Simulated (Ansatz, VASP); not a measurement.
## Two plane-wave programs on HfO2

```xyz
6
Lattice="0.0000 -2.5221 -2.5221 0.0000 2.5221 -2.5221 5.0441 0.0000 0.0000" Properties=species:S:1:pos:R:3 pbc="T T T"
Hf    0.0000   -0.0484    0.0000
Hf    2.5221    0.0484   -2.5221
O     3.7023    1.2610   -1.2591
O     1.3418   -1.2610   -1.2630
O     1.1802    1.2610   -1.2591
O     3.8639   -1.2610   -1.2630
```

Change from the starting cell: mode 1 frozen in at -0.081 Å and mode 5 at -0.048 Å (largest displacements).

Alike in both runs: task single point; functional PBEsol; k mesh 6 × 6 × 6; occupations gaussian, width 0.05 eV; no spin polarisation.

|  | VASP | Ansatz |
| --- | --- | --- |
| version | VASP 6.6.1 | Ansatz 0.2.0 |
| potentials or method | VASP PAW PBE potentials, release 64 (Hf_pv, O), cutoff 520 eV | scalar-relativistic, plane waves, PAW |
| valence electrons in the cell | 44 | 76 |

VASP gave:

```
gap on the k mesh at the Fermi level (eV)                     : 3.90
least direct gap on the mesh (eV)                             : 3.92
pressure (GPa)                                                : -2.9
traceless stress, the component that is largest in VASP (GPa) : 1.02
rms of the force components (eV/Å)                            : 0.147
```

Problem. What did Ansatz give for the same quantities?

Solution. gap on the k mesh at the Fermi level (eV): 3.88; least direct gap on the mesh (eV): 3.90; pressure (GPa): 0.9; traceless stress, the component that is largest in VASP (GPa): 1.02; rms of the force components (eV/Å): 0.146.

VASP's potentials were made for PBE, not for PBEsol, and Ansatz warns of the same on its side. Atom by atom the forces differ by 0.010 eV/Å (rms over components). VASP's potentials hold 44 valence electrons a cell and Ansatz's 76, so a difference there can come from the potentials and not from the codes.

Spin-orbit coupling is off throughout.
